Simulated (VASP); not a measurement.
# InP in VASP: relaxation of the atoms with PBEsol

Aim: the relaxation of the atoms of InP with PBEsol.

Everything below comes from runs of VASP 6.6.1. Logs are shortened: lines on timing, memory, paths and dates and some standing lists are left out, and cuts for length are marked.

## (1) The cell of the first run

The cell holds a slab with vacuum, 8 atoms: a = 3.860 Å, b = 3.860 Å, c = 23.189 Å, α = 90.00°, β = 90.00°, γ = 90.00°.

## (2) Relaxation of the atoms, PBEsol

Input file INCAR:

```
ALGO     = Normal         # electronic algorithm
DIPOL    = 0.5 0.5 0.500
EDIFF    = 1E-7           # SCF threshold, eV
EDIFFG   = -0.02          # ionic threshold
ENCUT    = 520            # plane-wave cutoff, eV
GGA      = PS             # functional
IBRION   = 2              # ionic algorithm
IDIPOL   = 3            
ISIF     = 2              # what is computed and relaxed
ISMEAR   = 0              # smearing method
KPAR     = 2            
LASPH    = T              # aspherical terms in the spheres
LCHARG   = F              # write CHGCAR
LDIPOL   = T            
LREAL    = F              # projectors in reciprocal space
LWAVE    = F              # write WAVECAR
NELM     = 80             # most SCF steps
NSW      = 80             # ionic steps
PREC     = Accurate       # precision mode
SIGMA    = 0.1            # smearing width, eV
```

Input file KPOINTS:

```
k-points
0
Gamma
  9 9 1
```

Input file POSCAR:

```
InP
1.0
    3.8601906168      0.0000000000      0.0000000000
    0.0000000000      3.8601906168      0.0000000000
    0.0000000000      0.0000000000     23.1887008854
In P
4 4
Direct
    0.5000000000      0.5000000000      0.3234333841
    0.0000000000      0.0000000000      0.4411444614
    0.5000000000      0.5000000000      0.5588555386
    0.0000000000      0.0000000000      0.6765666159
    0.0000000000      0.0000000000      0.3234333841
    0.5000000000      0.5000000000      0.4411444614
    0.0000000000      0.0000000000      0.5588555386
    0.5000000000      0.5000000000      0.6765666159
```

Potentials or basis: VASP PAW PBE potentials, release 64 (In_d, P).

Started as:

```
$ cat potpaw_PBE.64/In_d/POTCAR potpaw_PBE.64/P/POTCAR > POTCAR
$ mpirun -np 2 vasp_std > vasp.out
```

OUTCAR:

```text
EDIFF = 1E-7
   EDIFFG = -0.02
   ENCUT = 520
   GGA = PS
   IBRION = 2
   ISIF = 2
   ISMEAR = 0
   LASPH = T
   LREAL = F
   NELM = 80
   NSW = 80
   PREC = Accurate

 ion  position               nearest neighbor table
   1  0.500  0.500  0.323-   5 2.73   5 2.73   5 2.73   5 2.73   6 2.73   2 3.86   2 3.86   2 3.86
                             2 3.86
   2  0.000  0.000  0.441-   7 2.73   6 2.73   6 2.73   6 2.73   6 2.73   5 2.73   3 3.86   3 3.86
                             3 3.86   3 3.86   1 3.86   1 3.86   1 3.86   1 3.86
   3  0.500  0.500  0.559-   6 2.73   7 2.73   7 2.73   7 2.73   7 2.73   8 2.73   2 3.86   2 3.86
                             2 3.86   2 3.86   4 3.86   4 3.86   4 3.86   4 3.86
   4  0.000  0.000  0.677-   8 2.73   8 2.73   8 2.73   8 2.73   7 2.73   3 3.86   3 3.86   3 3.86
                             3 3.86
   5  0.000  0.000  0.323-   1 2.73   1 2.73   1 2.73   1 2.73   2 2.73
   6  0.500  0.500  0.441-   3 2.73   2 2.73   2 2.73   2 2.73   2 2.73   1 2.73
   7  0.000  0.000  0.559-   2 2.73   3 2.73   3 2.73   3 2.73   3 2.73   4 2.73
   8  0.500  0.500  0.677-   4 2.73   4 2.73   4 2.73   4 2.73   3 2.73

  LATTYP: Found a simple tetragonal cell.
 ALAT       =     3.8601906168
 C/A-ratio  =     6.0071388145

  Lattice vectors:

 A1 = (   3.8601906168,   0.0000000000,   0.0000000000)
 A2 = (   0.0000000000,   3.8601906168,   0.0000000000)
 A3 = (   0.0000000000,   0.0000000000,  23.1887008854)

Analysis of symmetry for initial positions (statically):
=====================================================================
 Subroutine PRICEL returns:
 Original cell was already a primitive cell.

 Routine SETGRP: Setting up the symmetry group for a
 simple tetragonal supercell.

 Subroutine GETGRP returns: Found 16 space group operations
 (whereof  8 operations were pure point group operations)
 out of a pool of 16 trial point group operations.

The static configuration has the point symmetry C_4v.
 The point group associated with its full space group is D_4h.

Analysis of symmetry for dynamics (positions and initial velocities):
=====================================================================
 Subroutine PRICEL returns:
 Original cell was already a primitive cell.

 Routine SETGRP: Setting up the symmetry group for a
 simple tetragonal supercell.

 Subroutine GETGRP returns: Found 16 space group operations
 (whereof  8 operations were pure point group operations)
 out of a pool of 16 trial point group operations.

The dynamic configuration has the point symmetry C_4v.
 The point group associated with its full space group is D_4h.

 Subroutine INISYM returns: Found 16 space group operations
 (whereof  8 operations are pure point group operations),
 and found     1 'primitive' translations

----------------------------------------------------------------------------------------

                                     Primitive cell

  volume of cell :     345.5365

  direct lattice vectors                    reciprocal lattice vectors
     3.860190617  0.000000000  0.000000000     0.259054565  0.000000000  0.000000000
     0.000000000  3.860190617  0.000000000     0.000000000  0.259054565  0.000000000
     0.000000000  0.000000000 23.188700885     0.000000000  0.000000000  0.043124451

  length of vectors
     3.860190617  3.860190617 23.188700885     0.259054565  0.259054565  0.043124451

  position of ions in fractional coordinates (direct lattice)
     0.500000000  0.500000000  0.323433384
     0.000000000  0.000000000  0.441144461
     0.500000000  0.500000000  0.558855539
     0.000000000  0.000000000  0.676566616
     0.000000000  0.000000000  0.323433384
     0.500000000  0.500000000  0.441144461
     0.000000000  0.000000000  0.558855539
     0.500000000  0.500000000  0.676566616

  ion indices of the primitive-cell ions
   primitive index   ion index
                 1           1
                 2           2
                 3           3
                 4           4
                 5           5
[... 35 lines left out ...]
  0.333333  0.000000  0.000000      4.000000
  0.444444  0.000000  0.000000      4.000000
  0.111111  0.111111  0.000000      4.000000
  0.222222  0.111111  0.000000      8.000000
  0.333333  0.111111  0.000000      8.000000
  0.444444  0.111111  0.000000      8.000000
  0.222222  0.222222  0.000000      4.000000
  0.333333  0.222222  0.000000      8.000000
  0.444444  0.222222  0.000000      8.000000
  0.333333  0.333333  0.000000      4.000000
  0.444444  0.333333  0.000000      8.000000
  0.444444  0.444444  0.000000      4.000000
   k-points           NKPTS =     15   k-points in BZ     NKDIM =     15   number of bands    NBANDS=     43
   number of dos      NEDOS =    301   number of ions     NIONS =      8
   total plane-waves  NPLWV = 162000
   dimension x,y,z NGX =    30 NGY =   30 NGZ =  180
   dimension x,y,z NGXF=    60 NGYF=   60 NGZF=  360
   ions per type =               4   4
   NGX,Y,Z   is equivalent  to a cutoff of  12.92, 12.92, 12.90 a.u.
   NGXF,Y,Z  is equivalent  to a cutoff of  25.84, 25.84, 25.81 a.u.
 SYSTEM =  unknown system
   PREC   = accura    normal or accurate (medium, high low for compatibility)
   ISTART =      0    job   : 0-new  1-cont  2-samecut
   ICHARG =      2    charge: 1-file 2-atom 10-const
   ISPIN  =      1    spin polarized calculation?
   LNONCOLLINEAR =      F non collinear calculations
   LSORBIT =      F    spin-orbit coupling
   LASPH  =      T    aspherical Exc in radial PAW
   ENCUT  =  520.0 eV  38.22 Ry    6.18 a.u.   7.18  7.18 43.12*2*pi/ulx,y,z
   NELM   =     80;   NELMIN=  2; NELMDL= -5     # of ELM steps
   EDIFF  = 0.1E-06   stopping-criterion for ELM
   LREAL  =      F    real-space projection
   EDIFFG = -.2E-01   stopping-criterion for IOM
   NSW    =     80    number of steps for IOM
   IBRION =      2    ionic relax: 0-MD 1-quasi-New 2-CG
   NFREE  =      1    steps in history (QN), initial steepest desc. (CG)
   ISIF   =      2    stress and relaxation
   ISYM   =      2    0-nonsym 1-usesym 2-fastsym
   POTIM  = 0.5000    time-step for ionic-motion
   TEBEG  =    0.0;   TEEND  =   0.0 temperature during run
   PSTRESS=    0.0 pullay stress
   NELECT =      72.0000    total number of electrons
   NUPDOWN=      -1.0000    fix difference up-down
   EMIN   =  10.00;   EMAX   =-10.00  energy-range for DOS
   EFERMI =   0.00;   METHOD = LEGACY
   ISMEAR =     0;   SIGMA  =   0.10  broadening in eV -4-tet -1-fermi 0-gaus
   EFERMI_NEDOS =   21; number of points for ismear=-14 and -15
   IALGO  =     38    algorithm
   IMIX   =      4    mixing-type and parameters
     AMIX     =   0.40;   BMIX     =  1.00
     AMIX_MAG =   1.60;   BMIX_MAG =  1.00
  volume/ion in A,a.u.               =      43.19       291.47
  Fermi-wavevector in a.u.,A,eV,Ry     =   0.970557  1.834087 12.816427  0.941981
  Thomas-Fermi vector in A             =   2.100702
   LORBIT       =      0    0 simple, 1 ext, 2 COOP (PROOUT), +10 PAW based schemes
   GGA     = PS    functional components
   LHFCALC =     F    Hartree Fock is set to
   AEXX    =    0.0000 exact exchange contribution
   IVDW    =     0    specifies the selected vdW correction
   LEPSILON=     F    determine dielectric tensor
   LRPA    =     F    only Hartree local field effects (RPA)
 conjugate gradient relaxation of ions
 non-spin polarized calculation
 Gauss-broadening in eV      SIGMA  =   0.10
  energy-cutoff  :      520.00
  volume of cell :      345.54
 maximum number of plane-waves:      9334
 NGX is ok and might be reduce to    30
   NGX = 15   NGY = 15   NGZ = 87

--------------------------------------- Ionic step        1  -------------------------------------------

 number of electron      71.9999972 magnetization

 Free energy of the ion-electron system (eV)
  ---------------------------------------------------
  ext. energy  EPLUGINS =         0.00000000
  ---------------------------------------------------
  free energy    TOTEN  =       -34.30271137 eV

  energy without entropy =      -34.28367851  energy(sigma->0) =      -34.29319494

------------------------ aborting loop because EDIFF is reached ----------------------------------------

  FORCE on cell =-STRESS in cart. coord.  units (eV):
  Direction    XX          YY          ZZ          XY          YZ          ZX
  --------------------------------------------------------------------------------------
  -------------------------------------------------------------------------------------
  Total       -2.2710570     -2.2710570     -1.5365594      0.0000000     -0.0000000      0.0000000
  in kB      -10.5303958    -10.5303958     -7.1246907      0.0000000     -0.0000000      0.0000000
  external PRESSURE =      -9.3951608 kB  Pullay stress =       0.0000000 kB
[... 233 lines left out ...]
  FREE ENERGIE OF THE ION-ELECTRON SYSTEM (eV)
  ---------------------------------------------------
  free  energy   TOTEN  =       -34.3847871042 eV

  energy  without entropy=      -34.3632525403  energy(sigma->0) =      -34.37401982

 dipolmoment           0.000000      0.000000      0.000000 electrons x Angstroem

--------------------------------------- Ionic step        7  -------------------------------------------

 number of electron      71.9999987 magnetization

------------------------ aborting loop because EDIFF is reached ----------------------------------------
[... 79 lines left out ...]
--------------------------------------- Ionic step        9  -------------------------------------------

 number of electron      71.9999987 magnetization

 dipolmoment           0.000000      0.000000     -0.000000 electrons x Angstroem

 Free energy of the ion-electron system (eV)
  ---------------------------------------------------
  ext. energy  EPLUGINS =         0.00000000
  ---------------------------------------------------
  free energy    TOTEN  =       -34.38572820 eV

  energy without entropy =      -34.36445049  energy(sigma->0) =      -34.37508934

 E-fermi :   1.0408     XC(G=0):  -5.6339

 val. band max:        1.0254106145   @ k =   0.3333   0.0000   0.0000
 cond. band min:       1.0604704693   @ k =   0.2222   0.0000   0.0000
 fundamental gap:      0.0350598548
 Fermi energy:         1.0407901181

 k-point     1 :       0.0000    0.0000    0.0000
  band No.  band energies     occupation
      1     -13.4548      2.00000
      2     -13.3744      2.00000
      3     -13.1887      2.00000
      4     -13.1613      2.00000
      5     -13.1491      2.00000
      6     -13.1193      2.00000
[... 679 lines left out ...]
     42       5.3689      0.00000
     43       5.7136      0.00000

------------------------ aborting loop because EDIFF is reached ----------------------------------------

 vacuum level on the upper side and lower side of the slab       (xc-potential included)        -0.005        -0.005

  FORCE on cell =-STRESS in cart. coord.  units (eV):
  Direction    XX          YY          ZZ          XY          YZ          ZX
  --------------------------------------------------------------------------------------
  -------------------------------------------------------------------------------------
  Total       -2.1408171     -2.1408171     -0.2689014      0.0000000      0.0000000     -0.0000000
  in kB       -9.9265019     -9.9265019     -1.2468370      0.0000000      0.0000000     -0.0000000
  external PRESSURE =      -7.0332803 kB  Pullay stress =       0.0000000 kB
[... 23 lines left out ...]
  FREE ENERGIE OF THE ION-ELECTRON SYSTEM (eV)
  ---------------------------------------------------
  free  energy   TOTEN  =       -34.3857281967 eV

  energy  without entropy=      -34.3644504911  energy(sigma->0) =      -34.37508934

 reached required accuracy - stopping structural energy minimisation

 vacuum level on the upper side and lower side of the slab         5.701         5.701
```

Run time: 18 min. Hardware: 2 MPI ranks of Intel Xeon Platinum 8488C (Sapphire Rapids), shared host; peak memory 0.51 GiB.

What came out:

```
Free energy                  : -34.3857 eV
Energy gained by relaxing    : 10.4 meV/atom
Ionic steps                  : 9
Largest force after relaxing : 0.014 eV/Å
Band gap on the k mesh       : zero (bands 36 and 37 overlap by 1.61 eV)
```

Forces on the atoms (eV/Å):
```
In   0.000  0.000  0.011
In   0.000  0.000  0.001
In   0.000  0.000 -0.001
In   0.000  0.000 -0.011
P    0.000  0.000  0.014
P    0.000  0.000  0.004
P    0.000  0.000 -0.004
P    0.000  0.000 -0.014
```

The path:
```
step  energy change (eV)  largest force (eV/Å)  pressure (GPa)
   1              0.0000                0.3045           -0.94
   2             -0.0168                0.2662           -0.92
   3             -0.0541                0.1764           -0.79
   4             -0.0653                0.2483           -0.54
   5             -0.0717                0.2179           -0.64
   6             -0.0821                0.0657           -0.70
   7             -0.0828                0.0274           -0.72
   8             -0.0828                0.0249           -0.72
   9             -0.0830                0.0141           -0.70
```

Final structure:
```xyz
8
Lattice="3.8602 0.0000 0.0000 0.0000 3.8602 0.0000 0.0000 0.0000 23.1887" Properties=species:S:1:pos:R:3 pbc="T T T"
In    1.9301    1.9301    7.6287
In    0.0000    0.0000   10.1373
In    1.9301    1.9301   13.0514
In    3.8602    0.0000   15.5600
P     3.8602    3.8602    7.4514
P     1.9301    1.9301   10.3240
P     3.8602    3.8602   12.8647
P     1.9301    1.9301   15.7373
```

Caveat: the PAW data sets were made with another functional, which shifts forces and pressure a little; spin-orbit coupling is left out, which moves the levels of the heavy elements.

The gap in the log of VASP goes by the Fermi energy; the results here count the filled bands.